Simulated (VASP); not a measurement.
The system is TmB3Au.

```
CELL_PARAMETERS angstrom
2.66884 -3.64140 0.00000
2.66884 3.64140 0.00000
-0.10750 0.00000 2.98788
ATOMIC_POSITIONS crystal
Tm 0.52433 0.47567 0.00000
B 0.37791 0.95274 0.50749
B 0.04726 0.62209 0.49251
B 0.16821 0.83179 0.00000
Au 0.90112 0.09888 0.50000
```

The cell was built from a structure type or drawn by symmetry, and may not be a known phase.

| Item | Value |
| --- | --- |
| Program | VASP 6.6.1 |
| Task | relaxation of cell and atoms |
| Functional | PBE |
| Potentials or basis | VASP PAW PBE potentials, release 64 (Tm_3, B, Au), 4f in core |
| Cutoff | 500 eV |
| k mesh | 4 × 4 × 6 |
| Occupations | gaussian, width 0.1 eV |
| Spin | no spin polarisation |

At the start: pressure 3.7 GPa; volume 11.61 Å³/atom.

Task: How do energy, volume and symmetry change on relaxing?

Result: Over 10 steps the energy falls by 32.4 meV/atom and the volume is 11.88 Å³/atom (+2.3 %); space group C2 (No. 5, to 0.1 Å) before, Amm2 (No. 38, to 0.1 Å).

The path:
| step | energy change (eV) | largest force (eV/Å) | pressure (GPa) | volume (Å³) |
| --- | --- | --- | --- | --- |
| 1 | 0.0000 | 0.6571 | 3.74 | 58.07 |
| 2 | -0.1298 | 0.4483 | -2.80 | 60.34 |
| 3 | -0.1302 | 0.4625 | -2.45 | 60.20 |
| 4 | -0.1539 | 0.1965 | 1.07 | 59.01 |
| 5 | -0.1539 | 0.2051 | 0.92 | 59.06 |
| 6 | -0.1602 | 0.1826 | 0.10 | 59.32 |
| 7 | -0.1602 | 0.1703 | 0.15 | 59.30 |
| 8 | -0.1617 | 0.0554 | -0.12 | 59.45 |
| 9 | -0.1618 | 0.0488 | -0.10 | 59.44 |
| 10 | -0.1620 | 0.0276 | 0.04 | 59.40 |

Final structure:
```
Tm B Au
1.0
     2.65639   -3.62778    0.04540
     2.65639    3.62778    0.04540
    -0.05519    0.00000    3.08117
Tm B Au
1 3 1
Direct
  0.53408 0.46592 0.00000
  0.37525 0.94459 0.50115
  0.05541 0.62475 0.49885
  0.15918 0.84082 0.00000
  0.89490 0.10510 0.50000
```

Caveat: the k points lie up to 0.37 Å⁻¹ apart in the final cell, too coarse for converged energies and pressures of a metal.
